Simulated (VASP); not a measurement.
Here is a VASP 6.6.1 calculation.

INCAR

```
ALGO = Normal
EDIFF = 1E-6
ENCUT = 520
GGA = PE
ISIF = 2
ISMEAR = -1
ISPIN = 2
IVDW = 12
LASPH = T
LCHARG = F
LMAXMIX = 4
LORBIT = 11
LREAL = F
LWAVE = F
MAGMOM = 1 1 1 1 0 0 0.6 0.6 0 0
NBANDS = 72
NELM = 150
PREC = Accurate
SIGMA = 0.05
```

The input KPOINTS:

```
k-points
0
Gamma
  8 8 1
```

Contents of POSCAR:

```
NiMoIrPdW
1.0
    2.7464989557      0.0000028614      0.0000000000
   -1.3732519559      2.3785364364      0.0000000000
    0.0000000000      0.0000000000     21.7883352902
Ni Mo Pd Ir W
2 2 2 2 2
Direct
    0.3333333333      0.6666666667      0.8517954735
    0.6666666667      0.3333333333      0.1482045265
    0.6666666667      0.3333333333      0.7612952112
    0.3333333333      0.6666666667      0.2387047888
    0.3333333333      0.6666666667      0.0528304035
    0.6666666667      0.3333333333      0.9471695965
    0.3333333333      0.6666666667      0.6587675290
    0.6666666667      0.3333333333      0.3412324710
    0.3333333333      0.6666666667      0.4440461391
    0.6666666667      0.3333333333      0.5559538609
```

Potentials or basis: VASP PAW PBE potentials, release 64 (Ni, Mo_sv, Pd, Ir, W_sv).

The run is started by

```bash
$ cat potpaw_PBE.64/Ni/POTCAR potpaw_PBE.64/Mo_sv/POTCAR potpaw_PBE.64/Pd/POTCAR potpaw_PBE.64/Ir/POTCAR potpaw_PBE.64/W_sv/POTCAR > POTCAR
$ mpirun -np 1 vasp_std > vasp.out
```

Task: Estimate the largest force.

Result: 0.028 eV/Å.

Task: Estimate the pressure.

Result: 0.4 GPa.

Stress tensor (GPa, compression positive):
```
0.43 0.00 0.00
0.00 0.43 0.00
0.00 0.00 0.32
```

Caveat: the moments typed at the start vanished in this run.
